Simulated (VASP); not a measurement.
# LiH (F-43m) in VASP: notebook

LiH is run at these levels: PBE; tasks: single point.

Program: VASP 6.6.1. These are calculated values, not measurements. Logs are shortened: lines on timing, memory, paths and dates and some standing lists are left out, and cuts for length are marked.

## 1. The cell of the first run

It takes space group F-43m (No. 216, cubic). The conventional cell has a = 4.199 Å, b = 4.199 Å, c = 4.199 Å, α = 90.00°, β = 90.00°, γ = 90.00°. Within 2.4 Å of Li (site symmetry -43m) lie 4 H at 1.82 Å. Within 2.4 Å of H (site symmetry -43m) lie 4 Li at 1.82 Å.

## 2. Single point, PBE (volume changed by -6%)

File INCAR:

```
  ALGO = Normal
  EDIFF = 1E-6
  ENCUT = 520
  GGA = PE
  ISIF = 2
  ISMEAR = 0
  LASPH = T
  LCHARG = F
  LREAL = F
  LWAVE = F
  NBANDS = 9
  NELM = 80
  PREC = Accurate
  SIGMA = 0.01
```

File KPOINTS:

```
k-points
0
Gamma
  8 8 8
```

File POSCAR:

```
LiH
1.0
    0.0000000000      2.0995836042      2.0995836042
    2.0995836042      0.0000000000      2.0995836042
    2.0995836042      2.0995836042      0.0000000000
Li H
1 1
Direct
    0.0000000000      0.0000000000      0.0000000000
    0.2500000000      0.2500000000      0.2500000000
```

Potentials or basis: VASP PAW PBE potentials, release 64 (Li_sv, H).

On the command line:

```bash
> cat potpaw_PBE.64/Li_sv/POTCAR potpaw_PBE.64/H/POTCAR > POTCAR
> mpirun -np 1 vasp_std > vasp.out
```

OUTCAR:

```text
EDIFF = 1E-6
   ENCUT = 520
   GGA = PE
   ISIF = 2
   ISMEAR = 0
   LASPH = T
   LREAL = F
   NELM = 80
   PREC = Accurate

 ion  position               nearest neighbor table
   1  0.000  0.000  0.000-
   2  0.250  0.250  0.250-

  LATTYP: Found a face centered cubic cell.
 ALAT       =     4.1991672084

  Lattice vectors:

 A1 = (   0.0000000000,   2.0995836042,   2.0995836042)
 A2 = (   2.0995836042,   0.0000000000,   2.0995836042)
 A3 = (   2.0995836042,   2.0995836042,   0.0000000000)

Analysis of symmetry for initial positions (statically):
=====================================================================
 Subroutine PRICEL returns:
 Original cell was already a primitive cell.

 Routine SETGRP: Setting up the symmetry group for a
 face centered cubic supercell.

 Subroutine GETGRP returns: Found 24 space group operations
 (whereof 24 operations were pure point group operations)
 out of a pool of 48 trial point group operations.

The static configuration has the point symmetry T_d .

Analysis of symmetry for dynamics (positions and initial velocities):
=====================================================================
 Subroutine PRICEL returns:
 Original cell was already a primitive cell.

 Routine SETGRP: Setting up the symmetry group for a
 face centered cubic supercell.

 Subroutine GETGRP returns: Found 24 space group operations
 (whereof 24 operations were pure point group operations)
 out of a pool of 48 trial point group operations.

The dynamic configuration has the point symmetry T_d .

 Subroutine INISYM returns: Found 24 space group operations
 (whereof 24 operations are pure point group operations),
 and found     1 'primitive' translations

----------------------------------------------------------------------------------------

                                     Primitive cell

  volume of cell :      18.5110

  direct lattice vectors                    reciprocal lattice vectors
     0.000000000  2.099583604  2.099583604    -0.238142458  0.238142458  0.238142458
     2.099583604  0.000000000  2.099583604     0.238142458 -0.238142458  0.238142458
     2.099583604  2.099583604  0.000000000     0.238142458  0.238142458 -0.238142458

  length of vectors
     2.969259608  2.969259608  2.969259608     0.412474836  0.412474836  0.412474836

  position of ions in fractional coordinates (direct lattice)
     0.000000000  0.000000000  0.000000000
     0.250000000  0.250000000  0.250000000

  ion indices of the primitive-cell ions
   primitive index   ion index
                 1           1
                 2           2

----------------------------------------------------------------------------------------

 KPOINTS: k-points

Automatic generation of k-mesh.
 Grid dimensions read from file:
 generate k-points for:    8    8    8

 Generating k-lattice:

  Cartesian coordinates                     Fractional coordinates (reciprocal lattice)
    -0.029767807  0.029767807  0.029767807     0.125000000  0.000000000  0.000000000
     0.029767807 -0.029767807  0.029767807     0.000000000  0.125000000  0.000000000
     0.029767807  0.029767807 -0.029767807     0.000000000  0.000000000  0.125000000

  Length of vectors
     0.051559355  0.051559355  0.051559355

  Shift w.r.t. Gamma in fractional coordinates (k-lattice)
     0.000000000  0.000000000  0.000000000

 Subroutine IBZKPT returns following result:
 ===========================================

 Found     29 irreducible k-points:

 Following reciprocal coordinates:
            Coordinates               Weight
  0.000000  0.000000  0.000000      1.000000
  0.125000  0.000000  0.000000      8.000000
  0.250000  0.000000  0.000000      8.000000
  0.375000  0.000000  0.000000      8.000000
  0.500000  0.000000  0.000000      4.000000
  0.125000  0.125000  0.000000      6.000000
[... 16 lines left out ...]
  0.500000  0.250000  0.125000     48.000000
 -0.375000  0.250000  0.125000     24.000000
 [... further k-points ...]
   k-points           NKPTS =     29   k-points in BZ     NKDIM =     29   number of bands    NBANDS=      9
   number of dos      NEDOS =    301   number of ions     NIONS =      2
   total plane-waves  NPLWV =  13824
   dimension x,y,z NGX =    24 NGY =   24 NGZ =   24
   dimension x,y,z NGXF=    48 NGYF=   48 NGZF=   48
   ions per type =               1   1
   NGX,Y,Z   is equivalent  to a cutoff of  13.44, 13.44, 13.44 a.u.
   NGXF,Y,Z  is equivalent  to a cutoff of  26.87, 26.87, 26.87 a.u.
 SYSTEM =  unknown system
   PREC   = accura    normal or accurate (medium, high low for compatibility)
   ISTART =      0    job   : 0-new  1-cont  2-samecut
   ICHARG =      2    charge: 1-file 2-atom 10-const
   ISPIN  =      1    spin polarized calculation?
   LNONCOLLINEAR =      F non collinear calculations
   LSORBIT =      F    spin-orbit coupling
   LASPH  =      T    aspherical Exc in radial PAW
   ENCUT  =  520.0 eV  38.22 Ry    6.18 a.u.   5.52  5.52  5.52*2*pi/ulx,y,z
   NELM   =     80;   NELMIN=  2; NELMDL= -5     # of ELM steps
   EDIFF  = 0.1E-05   stopping-criterion for ELM
   LREAL  =      F    real-space projection
   EDIFFG = 0.1E-04   stopping-criterion for IOM
   NSW    =      0    number of steps for IOM
   IBRION =     -1    ionic relax: 0-MD 1-quasi-New 2-CG
   NFREE  =      0    steps in history (QN), initial steepest desc. (CG)
   ISIF   =      2    stress and relaxation
   ISYM   =      2    0-nonsym 1-usesym 2-fastsym
   POTIM  = 0.5000    time-step for ionic-motion
   TEBEG  =    0.0;   TEEND  =   0.0 temperature during run
   PSTRESS=    0.0 pullay stress
   NELECT =       4.0000    total number of electrons
   NUPDOWN=      -1.0000    fix difference up-down
   EMIN   =  10.00;   EMAX   =-10.00  energy-range for DOS
   EFERMI =   0.00;   METHOD = LEGACY
   ISMEAR =     0;   SIGMA  =   0.01  broadening in eV -4-tet -1-fermi 0-gaus
   EFERMI_NEDOS =   21; number of points for ismear=-14 and -15
   IALGO  =     38    algorithm
   IMIX   =      4    mixing-type and parameters
     AMIX     =   0.40;   BMIX     =  1.00
     AMIX_MAG =   1.60;   BMIX_MAG =  1.00
  volume/ion in A,a.u.               =       9.26        62.46
  Fermi-wavevector in a.u.,A,eV,Ry     =   0.982392  1.856452 13.130912  0.965095
  Thomas-Fermi vector in A             =   2.113471
   LORBIT       =      0    0 simple, 1 ext, 2 COOP (PROOUT), +10 PAW based schemes
   GGA     = PE    functional components
   LHFCALC =     F    Hartree Fock is set to
   AEXX    =    0.0000 exact exchange contribution
   IVDW    =     0    specifies the selected vdW correction
   LEPSILON=     F    determine dielectric tensor
   LRPA    =     F    only Hartree local field effects (RPA)
 non-spin polarized calculation
 Gauss-broadening in eV      SIGMA  =   0.01
  energy-cutoff  :      520.00
  volume of cell :       18.51
 maximum number of plane-waves:       531
 NGX is ok and might be reduce to    24
   NGX = 11   NGY = 11   NGZ = 11

 number of electron       4.0000002 magnetization

 Free energy of the ion-electron system (eV)
  ---------------------------------------------------
  ext. energy  EPLUGINS =         0.00000000
  ---------------------------------------------------
  free energy    TOTEN  =        -6.02364255 eV

  energy without entropy =       -6.02364255  energy(sigma->0) =       -6.02364255

 E-fermi :  -1.3461     XC(G=0):  -7.8910

 val. band max:       -1.4512372006   @ k =  -0.2500   0.5000   0.2500
 cond. band min:       2.8476075968   @ k =   0.5000   0.0000   0.0000
 fundamental gap:      4.2988447974
 Fermi energy:        -1.3460817158

 k-point     1 :       0.0000    0.0000    0.0000
  band No.  band energies     occupation
      1     -44.6783      2.00000
      2      -5.3096      2.00000
      3      12.2162      0.00000
      4      16.4766      0.00000
      5      16.4766      0.00000
      6      16.4766      0.00000
      7      19.0937      0.00000
      8      19.0937      0.00000
      9      19.0937      0.00000

 k-point     2 :       0.1250    0.0000    0.0000
  band No.  band energies     occupation
      1     -44.6739      2.00000
      2      -5.0581      2.00000
      3      10.6263      0.00000
      4      15.0027      0.00000
      5      15.6654      0.00000
      6      15.6654      0.00000
      7      20.2771      0.00000
      8      20.2771      0.00000
      9      22.7422      0.00000

 k-point     3 :       0.2500    0.0000    0.0000
  band No.  band energies     occupation
      1     -44.6634      2.00000
      2      -4.3261      2.00000
      3       7.1799      0.00000
      4      14.7397      0.00000
      5      14.7397      0.00000
      6      15.0209      0.00000
      7      20.2369      0.00000
      8      20.2369      0.00000
      9      22.0766      0.00000

 k-point     4 :       0.3750    0.0000    0.0000
  band No.  band energies     occupation
      1     -44.6530      2.00000
      2      -3.2623      2.00000
      3       4.1902      0.00000
      4      14.2720      0.00000
      5      14.2720      0.00000
      6      15.2544      0.00000
      7      18.7772      0.00000
      8      18.7772      0.00000
      9      21.8377      0.00000

 k-point     5 :       0.5000    0.0000    0.0000
  band No.  band energies     occupation
      1     -44.6487      2.00000
      2      -2.5869      2.00000
      3       2.8476      0.00000
      4      14.1567      0.00000
      5      14.1567      0.00000
      6      15.2946      0.00000
      7      18.1778      0.00000
      8      18.1778      0.00000
      9      22.1255      0.00000

 k-point     6 :       0.1250    0.1250    0.0000
  band No.  band energies     occupation
      1     -44.6725      2.00000
      2      -4.9750      2.00000
      3      10.7992      0.00000
      4      14.0841      0.00000
      5      14.0841      0.00000
      6      16.4059      0.00000
      7      20.4345      0.00000
      8      21.3510      0.00000
      9      22.1933      0.00000
[... 169 lines left out ...]
 k-point    21 :       0.5000    0.5000    0.0000
  band No.  band energies     occupation
      1     -44.6390      2.00000
      2      -1.8354      2.00000
      3       5.9422      0.00000
      4       8.8188      0.00000
      5       9.6136      0.00000
      6       9.6136      0.00000
      7      17.7714      0.00000
      8      28.3076      0.00000
      9      32.6316      0.00000

 k-point    22 :       0.3750    0.2500    0.1250
  band No.  band energies     occupation
      1     -44.6557      2.00000
      2      -3.7003      2.00000
      3       6.6762      0.00000
      4      10.7639      0.00000
      5      13.2454      0.00000
      6      15.3508      0.00000
      7      18.0973      0.00000
      8      22.4896      0.00000
      9      24.5477      0.00000

 k-point    23 :       0.5000    0.2500    0.1250
  band No.  band energies     occupation
      1     -44.6474      2.00000
      2      -2.6936      2.00000
      3       4.4821      0.00000
      4       9.7552      0.00000
      5      12.0442      0.00000
      6      15.7442      0.00000
      7      18.8202      0.00000
      8      22.3532      0.00000
      9      25.5185      0.00000

 k-point    24 :      -0.3750    0.2500    0.1250
  band No.  band energies     occupation
      1     -44.6439      2.00000
      2      -2.0716      2.00000
      3       3.3521      0.00000
      4       9.5400      0.00000
      5      11.5203      0.00000
      6      15.7813      0.00000
      7      19.4668      0.00000
      8      22.8166      0.00000
      9      25.1336      0.00000

 [... further k-points ...]

------------------------ aborting loop because EDIFF is reached ----------------------------------------

  FORCE on cell =-STRESS in cart. coord.  units (eV):
  Direction    XX          YY          ZZ          XY          YZ          ZX
  --------------------------------------------------------------------------------------
  -------------------------------------------------------------------------------------
  Total        0.1995305      0.1995305      0.1995305      0.0000000      0.0000000      0.0000000
  in kB       17.2699208     17.2699208     17.2699208      0.0000000      0.0000000      0.0000000
  external PRESSURE =      17.2699208 kB  Pullay stress =       0.0000000 kB

 VOLUME and BASIS-vectors are now :
 -----------------------------------------------------------------------------
  energy-cutoff  :      520.00
  volume of cell :       18.51
      direct lattice vectors                 reciprocal lattice vectors
     0.000000000  2.099583604  2.099583604    -0.238142458  0.238142458  0.238142458
     2.099583604  0.000000000  2.099583604     0.238142458 -0.238142458  0.238142458
     2.099583604  2.099583604  0.000000000     0.238142458  0.238142458 -0.238142458

 POSITION                                       TOTAL-FORCE (eV/Angst)
 -----------------------------------------------------------------------------------
      0.00000      0.00000      0.00000        -0.000000     -0.000000     -0.000000
      1.04979      1.04979      1.04979         0.000000      0.000000      0.000000
 -----------------------------------------------------------------------------------
    total drift:                               -0.000000     -0.000000     -0.000000

  FREE ENERGIE OF THE ION-ELECTRON SYSTEM (eV)
  ---------------------------------------------------
  free  energy   TOTEN  =        -6.0236425482 eV

  energy  without entropy=       -6.0236425482  energy(sigma->0) =       -6.02364255
```

Wall time 4.6 s (1 thread of Intel Xeon Platinum 8488C (Sapphire Rapids), shared host); peak memory 0.13 GiB.

What came out:

```
Free energy            : -6.0236 eV
Band gap on the k mesh : 4.30 eV, indirect (least direct gap 5.42 eV)
```

Levels at points of the mesh, in eV from the valence-band top:
```csv
k point,band 1,band 2,band 3,band 4,band 5,band 6,band 7
"(0.00, 0.00, 0.00)",-43.23,-3.86,13.67,17.93,17.93,17.93,20.54
"(0.50, 0.00, 0.00)",-43.20,-1.14,4.30,15.61,15.61,16.75,19.63
"(0.50, 0.50, 0.00)",-43.19,-0.38,7.39,10.27,11.06,11.06,19.22
```

Caveat: the cell differs from its parent crystal (volume changed by -6%); the cutoff is under 1.25 times the usual one of these potentials, so pressure, stress and relaxed cells hold a basis-set (Pulay) error. A k mesh can miss the band edges.

## 3. Single point, PBE (volume changed by -3%)

File INCAR:

```
SYSTEM = LiH
ALGO = Normal
EDIFF = 1E-6
ENCUT = 520
GGA = PE
ISIF = 2
ISMEAR = 0
LASPH = .TRUE.
LCHARG = .FALSE.
LREAL = .FALSE.
LWAVE = .FALSE.
NBANDS = 9
NELM = 80
PREC = Accurate
SIGMA = 0.01
```

File KPOINTS:

```
k-points
0
G
  8 8 8
  0 0 0
```

File POSCAR:

```
LiH
1.0
    0.0000000000      2.1216861085      2.1216861085
    2.1216861085      0.0000000000      2.1216861085
    2.1216861085      2.1216861085      0.0000000000
Li H
1 1
Direct
    0.0000000000      0.0000000000      0.0000000000
    0.2500000000      0.2500000000      0.2500000000
```

Potentials or basis: VASP PAW PBE potentials, release 64 (Li_sv, H).

On the command line:

```bash
> cat potpaw_PBE.64/Li_sv/POTCAR potpaw_PBE.64/H/POTCAR > POTCAR
> mpirun -np 1 vasp_std > vasp.out
```

Run time: 5.3 s. Hardware: 1 thread of Intel Xeon Platinum 8488C (Sapphire Rapids), shared host; peak memory 0.13 GiB.

It converged, with:

- Free energy: -6.0288 eV
- Band gap on the k mesh: 4.25 eV, indirect (least direct gap 5.35 eV)

Levels at points of the mesh, in eV from the valence-band top:
```csv
k point,band 1,band 2,band 3,band 4,band 5,band 6,band 7
"(0.00, 0.00, 0.00)",-43.29,-3.78,13.37,17.60,17.60,17.60,20.19
"(0.50, 0.00, 0.00)",-43.27,-1.10,4.25,15.33,15.33,16.40,19.30
"(0.50, 0.50, 0.00)",-43.26,-0.37,7.29,10.11,10.90,10.90,18.79
```

Caveat: the cell differs from its parent crystal (volume changed by -3%); the cutoff is under 1.25 times the usual one of these potentials, so pressure, stress and relaxed cells hold a basis-set (Pulay) error. A k mesh can miss the band edges.

## 4. Single point, PBE

This run uses another cell than the first one, of 9.85 Å³/atom, 1.064 times its volume.

File INCAR:

```
  PREC = Accurate
  ENCUT = 520
  EDIFF = 1E-6
  ISMEAR = 0
  SIGMA = 0.01
  LREAL = F
  LASPH = T
  NELM = 100
  ALGO = Normal
  ISIF = 2
  LWAVE = F
  LCHARG = F
  GGA = PE
  NBANDS = 9
```

File KPOINTS:

```
Automatic mesh
0
Gamma
  8 8 8
```

File POSCAR:

```
LiH
1.0
    0.0000000000      2.1433374621      2.1433374621
    2.1433374621      0.0000000000      2.1433374621
    2.1433374621      2.1433374621      0.0000000000
Li H
1 1
Direct
    0.0000000000      0.0000000000      0.0000000000
    0.2500000000      0.2500000000      0.2500000000
```

Potentials or basis: VASP PAW PBE potentials, release 64 (Li_sv, H).

On the command line:

```bash
> cat potpaw_PBE.64/Li_sv/POTCAR potpaw_PBE.64/H/POTCAR > POTCAR
> mpirun -np 1 vasp_std > vasp.out
```

OUTCAR:

```text
PREC = Accurate
   ENCUT = 520
   EDIFF = 1E-6
   ISMEAR = 0
   LREAL = F
   LASPH = T
   NELM = 100
   ISIF = 2
   GGA = PE

 ion  position               nearest neighbor table
   1  0.000  0.000  0.000-
   2  0.250  0.250  0.250-

  LATTYP: Found a face centered cubic cell.
 ALAT       =     4.2866749242

  Lattice vectors:

 A1 = (   0.0000000000,   2.1433374621,   2.1433374621)
 A2 = (   2.1433374621,   0.0000000000,   2.1433374621)
[... 472 lines left out ...]
 [... further k-points ...]

------------------------ aborting loop because EDIFF is reached ----------------------------------------

  FORCE on cell =-STRESS in cart. coord.  units (eV):
  Direction    XX          YY          ZZ          XY          YZ          ZX
  --------------------------------------------------------------------------------------
  -------------------------------------------------------------------------------------
  Total       -0.0168552     -0.0168552     -0.0168552     -0.0000000     -0.0000000     -0.0000000
  in kB       -1.3713289     -1.3713289     -1.3713289     -0.0000000     -0.0000000     -0.0000000
  external PRESSURE =      -1.3713289 kB  Pullay stress =       0.0000000 kB

 VOLUME and BASIS-vectors are now :
 -----------------------------------------------------------------------------
  energy-cutoff  :      520.00
  volume of cell :       19.69
      direct lattice vectors                 reciprocal lattice vectors
     0.000000000  2.143337462  2.143337462    -0.233281044  0.233281044  0.233281044
     2.143337462  0.000000000  2.143337462     0.233281044 -0.233281044  0.233281044
     2.143337462  2.143337462  0.000000000     0.233281044  0.233281044 -0.233281044

 POSITION                                       TOTAL-FORCE (eV/Angst)
 -----------------------------------------------------------------------------------
      0.00000      0.00000      0.00000         0.000000     -0.000000     -0.000000
      1.07167      1.07167      1.07167        -0.000000      0.000000      0.000000
 -----------------------------------------------------------------------------------
    total drift:                               -0.000000     -0.000000     -0.000000

  FREE ENERGIE OF THE ION-ELECTRON SYSTEM (eV)
  ---------------------------------------------------
  free  energy   TOTEN  =        -6.0306252829 eV

  energy  without entropy=       -6.0306252829  energy(sigma->0) =       -6.03062528
```

Run time: 3.3 s. Hardware: 1 thread of Intel Xeon Platinum 8488C (Sapphire Rapids), shared host; peak memory 0.12 GiB.

What came out:

```
Free energy            : -6.0306 eV
Band gap on the k mesh : 4.21 eV, indirect (least direct gap 5.28 eV)
```

Levels at points of the mesh, in eV from the valence-band top:
| k point | band 1 | band 2 | band 3 | band 4 | band 5 | band 6 | band 7 |
| --- | --- | --- | --- | --- | --- | --- | --- |
| (0.00, 0.00, 0.00) | -43.36 | -3.71 | 13.08 | 17.29 | 17.29 | 17.29 | 19.86 |
| (0.50, 0.00, 0.00) | -43.33 | -1.07 | 4.21 | 15.07 | 15.07 | 16.07 | 18.99 |
| (0.50, 0.50, 0.00) | -43.33 | -0.35 | 7.19 | 9.96 | 10.74 | 10.74 | 18.39 |

Caveat: the cutoff is under 1.25 times the usual one of these potentials, so pressure, stress and relaxed cells hold a basis-set (Pulay) error. As with any semilocal functional, this PBE gap is likely too small.

[end of part 1 of 2]
